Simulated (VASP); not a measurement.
A run of VASP 6.6.1:

Contents of INCAR:

```
ALGO = Fast ; EDIFF = 1E-7
ENCUT = 520 ; ISIF = 2
ISMEAR = 0 ; LASPH = T
LCHARG = F ; LREAL = F
LWAVE = F ; NBANDS = 12
NELM = 60 ; PREC = Accurate
SIGMA = 0.15
```

The input KPOINTS:

```
k-points
0
Gamma
  22 22 22
```

POSCAR

```
Ag
1.0
   -1.4463469908      1.4463469908      2.1695204861
    1.4463469908     -1.4463469908      2.1695204861
    1.4463469908      1.4463469908     -2.1695204861
Ag
1
Direct
    0.0000000000      0.0000000000      0.0000000000
```

Potentials or basis: VASP PAW LDA potentials, release 64 (Ag).

Launch:

```console
$ cat potpaw_LDA.64/Ag/POTCAR > POTCAR
$ mpirun -np 1 vasp_std > vasp.out
```

Hardware: 1 thread of Intel Xeon 8259CL, on a shared host.

Question: How long does it take, and how much memory?

Answer: Wall time 110 s on 1 thread of Intel Xeon 8259CL, with other jobs on the host, peak memory 0.28 GiB. Counts: scf iterations 12, k points 834.
